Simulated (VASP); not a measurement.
Os, 2 atoms in the cell. Symmetry: P6_3/mmc, No. 194, hexagonal system. Conventional cell: a = 2.739 Å, b = 2.739 Å, c = 4.315 Å, α = 90.00°, β = 90.00°, γ = 120.00°. Os (site symmetry -6m2) has 12 Os at 2.67 to 2.74 Å within 3.5 Å. 

```yaml
Program: VASP 6.6.1
Task: single point
Functional: r2SCAN
Potentials_or_basis: VASP PAW PBE potentials, release 64 (Os_sv_GW)
Cutoff: 620 eV
k_mesh: 14 × 14 × 8
Occupations: fermi-dirac, width 0.0286 eV
Spin: no spin polarisation
Dipole_correction: no
Further_INCAR_settings: ALGO = Normal; EDIFF = 1e-06; NBANDS = 23
```

Potentials or basis: VASP PAW PBE potentials, release 64 (Os_sv_GW).

Launch:

```sh
$ cat potpaw_PBE.64/Os_sv_GW/POTCAR > POTCAR
$ cp INCAR.step1 INCAR
$ mpirun -np 1 vasp_std > vasp.out
$ cp INCAR.step2 INCAR
$ mpirun -np 1 vasp_std > vasp.out
```

Hardware: 1 thread of Intel(R) Xeon(R) 6975P-C (Granite Rapids) (shared host).

Q: Estimate the wall time of this run.

A: Wall time 2.1 min on 1 thread of Intel(R) Xeon(R) 6975P-C (Granite Rapids), on a shared host, peak memory 0.22 GiB. Counts: k points 120.
